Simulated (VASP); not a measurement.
Wanted: the native input for a VASP 6.6.1 run.

```yaml
Task: single point
Functional: PBE
Potentials_or_basis: VASP PAW PBE potentials, release 64 (Ca_sv, O)
Cutoff: 520 eV
k_mesh: 8 × 8 × 8
Occupations: gaussian, width 0.05 eV
Spin: no spin polarisation
Dipole_correction: no
Further_INCAR_settings: ALGO = Normal; EDIFF = 1e-06; NBANDS = 15
```

The structure of CaO lies in POSCAR:

```
CaO
1.0
    0.0153062500      2.4490000000      2.4490000000
    2.4490000000      0.0153062500      2.4490000000
    2.4643062500      2.4643062500      0.0000000000
Ca O
1 1
Direct
    0.0000000000      0.0000000000      0.0000000000
    0.5000000000      0.5000000000      0.5000000000
```

This cell differs from its parent crystal: strain +0.0125 x Voigt [0, 0, 0, 0, 0, 1].

One way to write it, as run:

INCAR

```
PREC = Accurate
ENCUT = 520
EDIFF = 1E-6
ISMEAR = 0
SIGMA = 0.05
LREAL = False
LASPH = True
NELM = 100
ALGO = Normal
ISIF = 2
LWAVE = False
LCHARG = False
GGA = PE
NBANDS = 15
```

KPOINTS

```
regular mesh
0
Gamma
  8 8 8
```

Potentials or basis: VASP PAW PBE potentials, release 64 (Ca_sv, O).

Command:

```sh
$ cat potpaw_PBE.64/Ca_sv/POTCAR potpaw_PBE.64/O/POTCAR > POTCAR
$ mpirun -np 1 vasp_std > vasp.out
```

It gave:

| Property | Result |
| --- | --- |
| Pressure | -3.6 GPa |
| Band gap on the k mesh | 3.62 eV, indirect (least direct gap 4.00 eV) |

Caveat: the cell differs from its parent crystal (strain +0.0125 x Voigt [0, 0, 0, 0, 0, 1]).

It took 34 s on 1 thread of Intel(R) Xeon(R) Platinum 8488C (Sapphire Rapids), on a shared host, peak memory 0.18 GiB.
